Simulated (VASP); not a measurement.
Ge:

```
Ge
1.0
     3.17656    1.83399    4.01252
    -3.17656    1.83399    4.01252
     0.00000   -3.66797    4.01252
Ge
7
Direct
  0.41574 0.14013 0.81313
  0.81313 0.41574 0.14013
  0.14013 0.81313 0.41574
  0.58426 0.85987 0.18687
  0.18687 0.58426 0.85987
  0.85987 0.18687 0.58426
  0.00000 0.00000 0.00000
```

The cell was generated, and may not be a known phase.

| Quantity | Value |
| --- | --- |
| Program | VASP 6.6.1 |
| Task | relaxation of cell and atoms |
| Functional | PBE |
| Potentials or basis | VASP PAW PBE potentials, release 64 (Ge_d) |
| Cutoff | 600 eV |
| k mesh | 3 × 3 × 3 |
| Occupations | gaussian, width 0.1 eV |
| Spin | no spin polarisation |

At the start: pressure 18.5 GPa; volume 20.04 Å³/atom.

Task: Where does the relaxation end?

Result: Over 28 steps the energy falls by 326.3 meV/atom and the volume is 23.34 Å³/atom (+16.5 %); space group R-3 (No. 148, to 0.1 Å) before and after.

The path:
| step | energy change (eV) | largest force (eV/Å) | pressure (GPa) | volume (Å³) |
| --- | --- | --- | --- | --- |
| 1 | 0.0000 | 1.4359 | 18.51 | 140.26 |
| 2 | -1.4808 | 0.6917 | -4.51 | 192.63 |
| 3 | -1.7862 | 0.5852 | -0.18 | 173.36 |
| 4 | -1.7860 | 0.5861 | -0.41 | 174.07 |
| 5 | -1.8708 | 0.4667 | -0.27 | 174.04 |
| 6 | -2.0327 | 0.2631 | 0.44 | 173.93 |
| 7 | -2.0454 | 0.2998 | 0.82 | 173.88 |
| 8 | -2.0833 | 0.1552 | -0.71 | 178.81 |
| 9 | -2.0847 | 0.1565 | -0.53 | 178.03 |
| 10 | -2.1103 | 0.1638 | -0.35 | 175.52 |
| 11 | -2.1531 | 0.3215 | 0.87 | 167.99 |
| 12 | -2.1661 | 0.2872 | 0.78 | 167.73 |
| 13 | -2.2000 | 0.1977 | 0.54 | 166.91 |
| 14 | -2.2476 | 0.1543 | 0.12 | 165.11 |
| 15 | -2.2388 | 0.1938 | -0.40 | 160.78 |
| 16 | -2.2598 | 0.1725 | -0.24 | 162.91 |
| 17 | -2.2603 | 0.1516 | 0.07 | 164.11 |
| 18 | -2.2617 | 0.1593 | -0.08 | 163.62 |
| 19 | -2.2673 | 0.1347 | -0.03 | 163.19 |
| 20 | -2.2720 | 0.1077 | -0.02 | 162.68 |
| 21 | -2.2754 | 0.0608 | 0.18 | 161.62 |
| 22 | -2.2754 | 0.0686 | 0.04 | 161.78 |
| 23 | -2.2754 | 0.0637 | 0.03 | 161.70 |
| 24 | -2.2776 | 0.0517 | 0.09 | 161.89 |
| 25 | -2.2816 | 0.0455 | 0.06 | 162.40 |
| 26 | -2.2788 | 0.1433 | 0.22 | 163.38 |
| 27 | -2.2823 | 0.0689 | 0.09 | 162.72 |
| 28 | -2.2839 | 0.0323 | -0.15 | 163.35 |

Final structure:
```yaml
crystal:
  lattice:
    - [3.62461, 2.09267, 3.58929]
    - [-3.62461, 2.09267, 3.58929]
    - [0.00000, -4.18534, 3.58929]
  atoms:
    - { symbol: Ge, position: [0.46327, 0.11895, 0.78800] }
    - { symbol: Ge, position: [0.78800, 0.46327, 0.11895] }
    - { symbol: Ge, position: [0.11895, 0.78800, 0.46327] }
    - { symbol: Ge, position: [0.53673, 0.88105, 0.21200] }
    - { symbol: Ge, position: [0.21200, 0.53673, 0.88105] }
    - { symbol: Ge, position: [0.88105, 0.21200, 0.53673] }
    - { symbol: Ge, position: [0.00000, 0.00000, 0.00000] }
```

Caveat: the k points lie up to 0.39 Å⁻¹ apart in the final cell, too coarse for converged energies and pressures of a metal; the volume moved by over 15 % at a fixed basis, so the end points are rough.
